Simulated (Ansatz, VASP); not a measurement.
# One calculation of Ni, two programs

Contents of INCAR:

```
SYSTEM = Ni
  PREC = Accurate
  ENCUT = 600
  EDIFF = 1E-6
  ISMEAR = -1
  SIGMA = 0.1
  LREAL = .FALSE.
  LASPH = .TRUE.
  NELM = 120
  ALGO = Normal
  ISIF = 2
  LWAVE = .FALSE.
  LCHARG = .TRUE.
  GGA = CA
  LELF = .TRUE.
  LVHAR = .TRUE.
  NBANDS = 11
  GGA_COMPAT = .FALSE.
```

The input KPOINTS:

```
regular mesh
0
G
  13 13 13
  0 0 0
```

POSCAR

```
Ni
1.0
    0.0000000000      1.7104399105      1.7104399105
    1.7104399105      0.0000000000      1.7104399105
    1.7104399105      1.7104399105      0.0000000000
Ni
1
Direct
    0.0000000000      0.0000000000      0.0000000000
```

Input for Ansatz:

```yaml
crystal:
  lattice:
    - [0.0, 1.7104399105, 1.7104399105]
    - [1.7104399105, 0.0, 1.7104399105]
    - [1.7104399105, 1.7104399105, 0.0]
  atoms:
    - { symbol: Ni, position: [0.0, 0.0, 0.0] }
hamiltonian:
  xc: lda
  pseudopotentials:
    kind: paw
    azcp:
      Ni: "pseudopotentials/Ni.paw.azcp"
basis:
  ecutwfc: 420
  fft_grid_basis: typed
kpoints:
  mp_grid: { grid: [13, 13, 13], shift: [0, 0, 0] }
magnetization:
  spin_polarized: false
scf:
  occupations: { method: fermi_dirac, width: 0.1 }
  lower_state_search: "off"
output:
  stress: true
```

Alike in both runs: task single point; functional LDA; k mesh 13 × 13 × 13; occupations fermi-dirac, width 0.1 eV; no spin polarisation.

```csv
,VASP,Ansatz
version,VASP 6.6.1,Ansatz 0.2.0
potentials or method,"VASP PAW LDA potentials, release 64 (Ni), cutoff 600 eV","plane waves (420 eV) with PAW, scalar-relativistic"
valence electrons in the cell,10,18
```

```csv
,VASP,Ansatz,Ansatz less VASP
pressure (GPa),0.0,0.1,+0.18
```

Ansatz warns that its potentials were made for another functional, while VASP's fit it. LDA's correlation is that of Perdew and Zunger in VASP and of Perdew and Wang (1992) in Ansatz. VASP's potentials hold 10 valence electrons a cell and Ansatz's 18, so a difference there can come from the potentials and not from the codes.
